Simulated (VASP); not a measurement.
A run of VASP 6.6.1 is set up as follows.

INCAR

```
PREC = Accurate ; ENCUT = 520
EDIFF = 1E-6 ; ISMEAR = 0
SIGMA = 0.05 ; LREAL = F
LASPH = T ; NELM = 80
ALGO = Normal ; ISIF = 2
LWAVE = F ; LCHARG = F
GGA = PE ; NBANDS = 11
```

The input KPOINTS:

```
regular mesh
0
Gamma
  10 10 10
```

File POSCAR:

```
MgO
1.0
    0.0000000000      2.1351500000      2.1351500000
    2.3753543750      0.0000000000      2.1351500000
    2.3753543750      2.1351500000      0.0000000000
Mg O
1 1
Direct
    0.0000000000      0.0000000000      0.0000000000
    0.5000000000      0.5000000000      0.5000000000
```

Potentials or basis: VASP PAW PBE potentials, release 64 (Mg, O).

Command:

```console
$ cat potpaw_PBE.64/Mg/POTCAR potpaw_PBE.64/O/POTCAR > POTCAR
$ mpirun -np 1 vasp_std > vasp.out
```

Problem. What does it give for the band gap on the k mesh?

Solution. 3.28 eV, direct.

Problem. What does it give for the pressure?

Solution. -12.3 GPa.

Stress tensor (GPa, compression positive):
```
-16.41   0.00   0.00
  0.00 -10.17   0.00
  0.00   0.00 -10.17
```

Caveat: the cell differs from its parent crystal (strain +0.1125 x Voigt [1, 0, 0, 0, 0, 0]).
